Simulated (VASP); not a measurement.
Here is a VASP 6.6.1 calculation.

The input POSCAR:

```
Si16Ni
1.0
    0.0000000000      5.4437023800     -5.4437023800
    5.4437023800      5.4437023800      0.0000000000
    5.4437023800      0.0000000000     -5.4437023800
Si Ni
16 1
Direct
    0.1183876257      0.1221071531      0.1220922735
    0.1184078326      0.6439578719      0.1220770266
    0.5661148948      0.1467857616      0.1468292982
    0.6326290931      0.6249787851      0.1239400050
    0.1183361902      0.1221690595      0.6438537149
    0.1315921500      0.6249831939      0.6249767644
    0.6325778413      0.1239122665      0.6250026659
    0.6325918023      0.6250168107      0.6249973387
    0.2581073325      0.7488147249      0.2508167061
    0.1951851747      0.2704986234      0.2703680138
    0.7323558897      0.7709496602      0.2516119369
    0.7323463374      0.2516198360      0.2516143250
    0.2580717868      0.7488680893      0.7487799140
    0.2580606730      0.2508168898      0.7487913952
    0.7568570455      0.7498757675      0.7499090169
    0.7322670715      0.2516574023      0.7709374442
   -0.0775258217      0.0280899817      0.0279160192
```

File INCAR.step1:

```
PREC = Accurate ; ENCUT = 520
ISMEAR = 0 ; SIGMA = 0.02
LREAL = Auto ; LASPH = True
NELM = 100 ; NBANDS = 51
GGA = PE ; ALGO = Normal
EDIFF = 1E-4 ; LWAVE = True
LCHARG = False
```

The input INCAR.step2:

```
PREC = Accurate ; ENCUT = 520
EDIFF = 1E-6 ; ISMEAR = 0
SIGMA = 0.02 ; LREAL = Auto
LASPH = True ; NELM = 100
ALGO = Normal ; ISIF = 2
LWAVE = False ; LCHARG = False
METAGGA = R2SCAN ; LMIXTAU = True
NBANDS = 51 ; ISTART = 1
```

The input KPOINTS:

```
Automatic mesh
0
Gamma
  2 2 2
```

Potentials or basis: VASP PAW PBE potentials, release 64 (Si, Ni).

Run with:

```bash
$ cat potpaw_PBE.64/Si/POTCAR potpaw_PBE.64/Ni/POTCAR > POTCAR
$ cp INCAR.step1 INCAR
$ mpirun -np 1 vasp_std > vasp.out
$ cp INCAR.step2 INCAR
$ mpirun -np 1 vasp_std > vasp.out
```

Q: What does it give for the pressure?

A: 0.2 GPa.

Q: What does it give for the band gap on the k mesh?

A: 0.71 eV.

Q: Estimate the largest force.

A: 0.017 eV/Å.

Stress tensor (GPa, compression positive):
```
 0.22 -0.73  0.73
-0.73  0.22 -0.73
 0.73 -0.73  0.22
```

Caveat: the k points lie up to 0.50 Å⁻¹ apart; the PAW data sets were made with another functional, which shifts forces and pressure a little. Spin polarisation is off, so any magnetic state and its effect on volume and gap are missing.
